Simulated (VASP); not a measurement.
# V (Im-3m) in VASP: a series of runs, part 2 of 2

VASP 6.6.1. The steps go on from the part before.

## 3. Single point, PBE

Contents of INCAR:

```
PREC     = Accurate       # precision mode
ENCUT    = 500            # plane-wave cutoff, eV
EDIFF    = 1E-6           # SCF threshold, eV
ISMEAR   = 0              # smearing method
SIGMA    = 0.1            # smearing width, eV
LREAL    = F              # projectors in reciprocal space
LASPH    = T              # aspherical terms in the spheres
NELM     = 120            # most SCF steps
ALGO     = Normal         # electronic algorithm
ISIF     = 2              # what is computed and relaxed
LWAVE    = F              # write WAVECAR
LCHARG   = T              # write CHGCAR
GGA      = PE             # functional
LELF     = T              # ELF
LVHAR    = T            
NBANDS   = 12             # bands
GGA_COMPAT= F
```

Contents of KPOINTS:

```
regular mesh
0
Gamma
  8 8 8
```

Contents of POSCAR:

```
V
1.0
   -1.4911995900      1.4911995900      1.4911995900
    1.4911995900     -1.4911995900      1.4911995900
    1.4911995900      1.4911995900     -1.4911995900
V
1
Direct
    0.0000000000      0.0000000000      0.0000000000
```

Potentials or basis: VASP PAW PBE potentials, release 64 (V_sv).

Run with:

```console
> cat potpaw_PBE.64/V_sv/POTCAR > POTCAR
> mpirun -np 1 vasp_std > vasp.out
```

OUTCAR:

```text
PREC = Accurate
   ENCUT = 500
   EDIFF = 1E-6
   ISMEAR = 0
   LREAL = F
   LASPH = T
   NELM = 120
   ISIF = 2
   GGA = PE

 ion  position               nearest neighbor table
   1  0.000  0.000  0.000-

  LATTYP: Found a body centered cubic cell.
 ALAT       =     2.9823991800

  Lattice vectors:

 A1 = (  -1.4911995900,   1.4911995900,   1.4911995900)
 A2 = (   1.4911995900,  -1.4911995900,   1.4911995900)
 A3 = (   1.4911995900,   1.4911995900,  -1.4911995900)

Analysis of symmetry for initial positions (statically):
=====================================================================
 Subroutine PRICEL returns:
 Original cell was already a primitive cell.

 Routine SETGRP: Setting up the symmetry group for a
 body centered cubic supercell.

 Subroutine GETGRP returns: Found 48 space group operations
 (whereof 48 operations were pure point group operations)
 out of a pool of 48 trial point group operations.

The static configuration has the point symmetry O_h .

Analysis of symmetry for dynamics (positions and initial velocities):
=====================================================================
 Subroutine PRICEL returns:
 Original cell was already a primitive cell.

 Routine SETGRP: Setting up the symmetry group for a
 body centered cubic supercell.

 Subroutine GETGRP returns: Found 48 space group operations
 (whereof 48 operations were pure point group operations)
 out of a pool of 48 trial point group operations.

The dynamic configuration has the point symmetry O_h .

 Subroutine INISYM returns: Found 48 space group operations
 (whereof 48 operations are pure point group operations),
 and found     1 'primitive' translations

----------------------------------------------------------------------------------------

                                     Primitive cell

  volume of cell :      13.2638

  direct lattice vectors                    reciprocal lattice vectors
    -1.491199590  1.491199590  1.491199590     0.000000000  0.335300521  0.335300521
     1.491199590 -1.491199590  1.491199590     0.335300521  0.000000000  0.335300521
     1.491199590  1.491199590 -1.491199590     0.335300521  0.335300521  0.000000000

  length of vectors
     2.582833454  2.582833454  2.582833454     0.474186545  0.474186545  0.474186545

  position of ions in fractional coordinates (direct lattice)
     0.000000000  0.000000000  0.000000000

  ion indices of the primitive-cell ions
   primitive index   ion index
                 1           1

----------------------------------------------------------------------------------------

 KPOINTS: regular mesh

Automatic generation of k-mesh.
 Grid dimensions read from file:
 generate k-points for:    8    8    8

 Generating k-lattice:

  Cartesian coordinates                     Fractional coordinates (reciprocal lattice)
     0.000000000  0.041912565  0.041912565     0.125000000  0.000000000  0.000000000
     0.041912565  0.000000000  0.041912565     0.000000000  0.125000000  0.000000000
     0.041912565  0.041912565  0.000000000     0.000000000  0.000000000  0.125000000

  Length of vectors
     0.059273318  0.059273318  0.059273318

  Shift w.r.t. Gamma in fractional coordinates (k-lattice)
     0.000000000  0.000000000  0.000000000

 Subroutine IBZKPT returns following result:
 ===========================================

 Found     29 irreducible k-points:

 Following reciprocal coordinates:
            Coordinates               Weight
  0.000000  0.000000  0.000000      1.000000
  0.125000  0.000000  0.000000     12.000000
  0.250000  0.000000  0.000000     12.000000
  0.375000  0.000000  0.000000     12.000000
  0.500000  0.000000  0.000000      6.000000
  0.125000  0.125000  0.000000     24.000000
[... 16 lines left out ...]
 -0.250000  0.250000  0.250000      6.000000
 -0.375000  0.375000  0.250000     24.000000
 [... further k-points ...]
   k-points           NKPTS =     29   k-points in BZ     NKDIM =     29   number of bands    NBANDS=     12
   number of dos      NEDOS =    301   number of ions     NIONS =      1
   total plane-waves  NPLWV =   8000
   dimension x,y,z NGX =    20 NGY =   20 NGZ =   20
   dimension x,y,z NGXF=    40 NGYF=   40 NGZF=   40
   ions per type =               1
   NGX,Y,Z   is equivalent  to a cutoff of  12.87, 12.87, 12.87 a.u.
   NGXF,Y,Z  is equivalent  to a cutoff of  25.75, 25.75, 25.75 a.u.
 SYSTEM =  unknown system
   PREC   = accura    normal or accurate (medium, high low for compatibility)
   ISTART =      0    job   : 0-new  1-cont  2-samecut
   ICHARG =      2    charge: 1-file 2-atom 10-const
   ISPIN  =      1    spin polarized calculation?
   LNONCOLLINEAR =      F non collinear calculations
   LSORBIT =      F    spin-orbit coupling
   LASPH  =      T    aspherical Exc in radial PAW
   ENCUT  =  500.0 eV  36.75 Ry    6.06 a.u.   4.71  4.71  4.71*2*pi/ulx,y,z
   NELM   =    120;   NELMIN=  2; NELMDL= -5     # of ELM steps
   EDIFF  = 0.1E-05   stopping-criterion for ELM
   LREAL  =      F    real-space projection
   EDIFFG = 0.1E-04   stopping-criterion for IOM
   NSW    =      0    number of steps for IOM
   IBRION =     -1    ionic relax: 0-MD 1-quasi-New 2-CG
   NFREE  =      0    steps in history (QN), initial steepest desc. (CG)
   ISIF   =      2    stress and relaxation
   ISYM   =      2    0-nonsym 1-usesym 2-fastsym
   POTIM  = 0.5000    time-step for ionic-motion
   TEBEG  =    0.0;   TEEND  =   0.0 temperature during run
   PSTRESS=    0.0 pullay stress
   NELECT =      13.0000    total number of electrons
   NUPDOWN=      -1.0000    fix difference up-down
   EMIN   =  10.00;   EMAX   =-10.00  energy-range for DOS
   EFERMI =   0.00;   METHOD = LEGACY
   ISMEAR =     0;   SIGMA  =   0.10  broadening in eV -4-tet -1-fermi 0-gaus
   EFERMI_NEDOS =   21; number of points for ismear=-14 and -15
   IALGO  =     38    algorithm
   IMIX   =      4    mixing-type and parameters
     AMIX     =   0.40;   BMIX     =  1.00
     AMIX_MAG =   1.60;   BMIX_MAG =  1.00
  volume/ion in A,a.u.               =      13.26        89.51
  Fermi-wavevector in a.u.,A,eV,Ry     =   1.626173  3.073022 35.979788  2.644440
  Thomas-Fermi vector in A             =   2.719176
   LORBIT       =      0    0 simple, 1 ext, 2 COOP (PROOUT), +10 PAW based schemes
   GGA     = PE    functional components
   LHFCALC =     F    Hartree Fock is set to
   AEXX    =    0.0000 exact exchange contribution
   IVDW    =     0    specifies the selected vdW correction
   LEPSILON=     F    determine dielectric tensor
   LRPA    =     F    only Hartree local field effects (RPA)
 non-spin polarized calculation
 Gauss-broadening in eV      SIGMA  =   0.10
  energy-cutoff  :      500.00
  volume of cell :       13.26
 maximum number of plane-waves:       370
   NGX =  9   NGY =  9   NGZ =  9

 number of electron      12.9999992 magnetization

 Free energy of the ion-electron system (eV)
  ---------------------------------------------------
  ext. energy  EPLUGINS =         0.00000000
  ---------------------------------------------------
  free energy    TOTEN  =        -9.00894096 eV

  energy without entropy =       -8.99970953  energy(sigma->0) =       -9.00432524

 E-fermi :   9.9233     XC(G=0): -12.9820

 val. band max:        9.9025162609   @ k =   0.2500   0.0000   0.0000
 cond. band min:       9.9343518725   @ k =  -0.2500   0.2500   0.1250
 fundamental gap:      0.0318356116
 Fermi energy:         9.9233463771

 k-point     1 :       0.0000    0.0000    0.0000
  band No.  band energies     occupation
      1     -53.7545      2.00000
      2     -27.0318      2.00000
      3     -27.0318      2.00000
      4     -27.0318      2.00000
      5       3.2822      2.00000
      6      10.3473      0.00000
      7      10.3473      0.00000
      8      10.3473      0.00000
      9      12.3990      0.00000
     10      12.3990      0.00000
     11      30.5063      0.00000
     12      30.5063      0.00000

 k-point     2 :       0.1250    0.0000    0.0000
  band No.  band energies     occupation
      1     -53.7241      2.00000
      2     -27.1762      2.00000
      3     -27.0758      2.00000
      4     -27.0330      2.00000
      5       3.9062      2.00000
      6      10.0859      0.02148
      7      10.2604      0.00000
      8      10.7983      0.00000
      9      12.1479      0.00000
     10      12.4198      0.00000
     11      29.4177      0.00000
     12      30.2767      0.00000
[... 316 lines left out ...]
 k-point    24 :      -0.3750    0.3750    0.2500
  band No.  band energies     occupation
      1     -53.4984      2.00000
      2     -27.7292      2.00000
      3     -27.4571      2.00000
      4     -27.3730      2.00000
      5       7.6667      2.00000
      6       8.4040      2.00000
      7      10.8035      0.00000
      8      11.4083      0.00000
      9      13.1545      0.00000
     10      15.0323      0.00000
     11      23.2645      0.00000
     12      25.5407      0.00000

 [... further k-points ...]
[... 5 lines left out ...]
  --------------------------------------------------------------------------------------
  -------------------------------------------------------------------------------------
  Total        0.1359196      0.1359196      0.1359196      0.0000000     -0.0000000      0.0000000
  in kB       16.4181877     16.4181877     16.4181877      0.0000000     -0.0000000      0.0000000
  external PRESSURE =      16.4181877 kB  Pullay stress =       0.0000000 kB

 VOLUME and BASIS-vectors are now :
 -----------------------------------------------------------------------------
  energy-cutoff  :      500.00
  volume of cell :       13.26
      direct lattice vectors                 reciprocal lattice vectors
    -1.491199590  1.491199590  1.491199590     0.000000000  0.335300521  0.335300521
     1.491199590 -1.491199590  1.491199590     0.335300521  0.000000000  0.335300521
     1.491199590  1.491199590 -1.491199590     0.335300521  0.335300521  0.000000000

 POSITION                                       TOTAL-FORCE (eV/Angst)
 -----------------------------------------------------------------------------------
      0.00000      0.00000      0.00000         0.000000      0.000000     -0.000000
 -----------------------------------------------------------------------------------
    total drift:                                0.000000     -0.000000      0.000000

  FREE ENERGIE OF THE ION-ELECTRON SYSTEM (eV)
  ---------------------------------------------------
  free  energy   TOTEN  =        -9.0089409591 eV

  energy  without entropy=       -8.9997095292  energy(sigma->0) =       -9.00432524
```

Run time: 4.3 s. Hardware: 1 thread of Intel Xeon 6975P-C, shared host; peak memory 0.12 GiB.

What came out:

```yaml
Free_energy: -9.0089 eV
Pressure: 1.6 GPa
```

Levels at points of the mesh, in eV from the Fermi level:
| k point | band 3 | band 4 | band 5 | band 6 | band 7 | band 8 | band 9 | band 10 |
| --- | --- | --- | --- | --- | --- | --- | --- | --- |
| (0.00, 0.00, 0.00) | -36.96 | -36.96 | -6.64 | 0.42 | 0.42 | 0.42 | 2.48 | 2.48 |
| (0.50, 0.00, 0.00) | -37.25 | -36.96 | -3.23 | -1.15 | 1.68 | 2.48 | 2.85 | 4.21 |
| (0.50, 0.50, 0.50) | -37.60 | -37.60 | -3.07 | -3.07 | 3.81 | 3.81 | 3.81 | 10.33 |

Caveat: the k points lie up to 0.37 Å⁻¹ apart.

## 4. Single point, PBE

This run uses another cell than the first one, of 13.46 Å³/atom, 1.015 times its volume.

Contents of INCAR:

```
SYSTEM = V
PREC = Accurate ; ENCUT = 500
EDIFF = 1E-6 ; ISMEAR = 1
SIGMA = 0.1 ; LREAL = .FALSE.
LASPH = .TRUE. ; NELM = 120
ALGO = Normal ; ISIF = 2
LWAVE = .FALSE. ; LCHARG = .FALSE.
GGA = PE ; NBANDS = 12
GGA_COMPAT = .FALSE.
```

Contents of KPOINTS:

```
regular mesh
0
G
  20 20 20
  0 0 0
```

Contents of POSCAR:

```
V
1.0
   -1.4985098874      1.4985098874      1.4985098874
    1.4985098874     -1.4985098874      1.4985098874
    1.4985098874      1.4985098874     -1.4985098874
V
1
Direct
    0.0000000000      0.0000000000      0.0000000000
```

Run with:

```console
> cat potpaw_PBE.64/V_sv/POTCAR > POTCAR
> mpirun -np 1 vasp_std > vasp.out
```

It took 16 s on 1 thread of Intel Xeon 6975P-C, shared host; peak memory 0.15 GiB.

The run converged. Its results:

```yaml
Free_energy: -8.9922 eV
Pressure: 0.1 GPa
```

Levels at points of the mesh, in eV from the Fermi level:
```tsv
k point	band 3	band 4	band 5	band 6	band 7	band 8	band 9	band 10	band 11	band 12
(0.00, 0.00, 0.00)	-37.01	-37.01	-6.58	0.42	0.42	0.42	2.43	2.43	20.50	20.50
(0.50, 0.00, 0.00)	-37.29	-37.02	-3.17	-1.12	1.65	2.43	2.79	4.12	10.19	15.91
(0.50, 0.50, 0.50)	-37.63	-37.63	-2.99	-2.99	3.73	3.73	3.73	10.22	10.22	10.22
```

## 5. Single point, PBE

This run uses another cell than the first one, of 13.46 Å³/atom, 1.015 times its volume.

Contents of INCAR:

```
ALGO = Normal
EDIFF = 1E-6
ENCUT = 500
GGA = PE
GGA_COMPAT = False
ISIF = 2
ISMEAR = 0
ISYM = 0
LASPH = True
LCHARG = True
LELF = True
LREAL = False
LVHAR = True
LWAVE = False
NBANDS = 12
NELM = 120
PREC = Accurate
SIGMA = 0.1
```

Contents of KPOINTS:

```
k-points
0
Gamma
  14 14 16
```

Contents of POSCAR:

```
V
1.0
    2.5954952606      0.0000000000      0.0000000000
   -0.8651650869      2.4470563990      0.0000000000
    0.8651650869      1.2235281995      2.1192130061
V
1
Direct
    0.0000000000      0.0000000000      0.0000000000
```

Run with:

```console
> cat potpaw_PBE.64/V_sv/POTCAR > POTCAR
> mpirun -np 1 vasp_std > vasp.out
```

It took 4.6 min on 1 thread of Intel Xeon 8259CL, shared host; peak memory 0.34 GiB.

It converged, with:

```yaml
Free_energy: -8.9983 eV
Pressure: 0.1 GPa
```

Levels at points of the mesh, in eV from the Fermi level:
```csv
k point,band 4,band 5,band 6,band 7,band 8,band 9,band 10,band 11
"(0.00, 0.00, 0.00)",-37.02,-6.58,0.41,0.41,0.42,2.43,2.43,20.50
"(0.50, 0.00, 0.00)",-37.03,-3.17,-1.13,1.65,2.43,2.79,4.12,10.18
"(0.00, 0.50, 0.00)",-37.03,-3.17,-1.13,1.65,2.43,2.79,4.12,10.18
"(0.50, 0.50, 0.00)",-37.02,-3.17,-1.13,1.65,2.43,2.79,4.12,10.18
"(0.00, 0.00, 0.50)",-37.02,-3.17,-1.13,1.65,2.43,2.79,4.12,10.18
"(0.50, 0.00, 0.50)",-37.02,-3.17,-1.13,1.65,2.43,2.79,4.12,10.18
"(0.00, 0.50, 0.50)",-37.02,-3.17,-1.13,1.65,2.43,2.79,4.12,10.18
"(0.50, 0.50, 0.50)",-37.63,-2.99,-2.99,3.72,3.73,3.73,10.22,10.22
```

## 6. Summary

| task | cell | k mesh | cutoff (eV) | smearing | gap on the mesh (eV) | pressure (GPa) |
| --- | --- | --- | --- | --- | --- | --- |
| relaxation of cell and atoms | relaxed from a = 2.583 Å, angles 109.5°, 1 atom | 20 × 20 × 20 | 600 | gaussian 0.1 eV | none | 0.0 |
| single point | a = 2.583 Å, angles 109.5°, 1 atom | 8 × 8 × 8 | 500 | gaussian 0.1 eV | none | 1.6 |
| single point | a = 2.595 Å, angles 109.5°, 1 atom | 20 × 20 × 20 | 500 | methfessel-paxton 0.1 eV | none | 0.1 |
| single point | a = 2.595 Å, angles 70.5, 70.5, 109.5°, 1 atom | 14 × 14 × 16 | 500 | gaussian 0.1 eV | none | 0.1 |

Alike in all rows: level PBE; potentials or basis VASP PAW PBE potentials, release 64 (V_sv); no spin polarisation.

Caveats: some runs use coarse meshes.

Total energies depend on the potentials used, so only differences within one code and one set of settings carry meaning.
